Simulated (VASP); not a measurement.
Input of a VASP 6.6.1 run:

File INCAR:

```
SYSTEM = SnPb2O3
  ALGO = Normal
  EDIFF = 1E-6
  ENCUT = 520
  GGA = PE
  ISIF = 2
  ISMEAR = 0
  LASPH = .True.
  LCHARG = .False.
  LREAL = .False.
  LWAVE = .False.
  NBANDS = 72
  NELM = 100
  PREC = Accurate
  SIGMA = 0.02
```

File KPOINTS:

```
k-points
0
Gamma
  8 8 2
  0 0 0
```

Contents of POSCAR:

```
SnPb2O3
1.0
    3.9871019224      0.0000000000      0.0000000000
    0.0000000000      3.9871019224      0.0000000000
    0.0000000000      0.0000000000     16.4079980777
Sn Pb O
2 4 6
Direct
    0.0000000000      0.5000000000      0.7413133022
    0.5000000000      0.0000000000      0.2586866978
    0.0000000000      0.5000000000      0.0740915274
    0.0000000000      0.5000000000      0.4012471742
    0.5000000000      0.0000000000      0.9259084726
    0.5000000000      0.0000000000      0.5987528258
    0.0000000000      0.0000000000      0.6733266439
    0.0000000000      0.0000000000      0.0000000000
    0.0000000000      0.0000000000      0.3266733561
    0.5000000000      0.5000000000      0.6733266439
    0.5000000000      0.5000000000      0.0000000000
    0.5000000000      0.5000000000      0.3266733561
```

Potentials or basis: VASP PAW PBE potentials, release 64 (Sn_d, Pb_d, O).

Run with:

```console
$ cat potpaw_PBE.64/Sn_d/POTCAR potpaw_PBE.64/Pb_d/POTCAR potpaw_PBE.64/O/POTCAR > POTCAR
$ mpirun -np 1 vasp_std > vasp.out
```

(1) What does it give for the largest force?

(2) Predict the pressure.

Answers

(1) 0.065 eV/Å.

(2) 0.1 GPa.
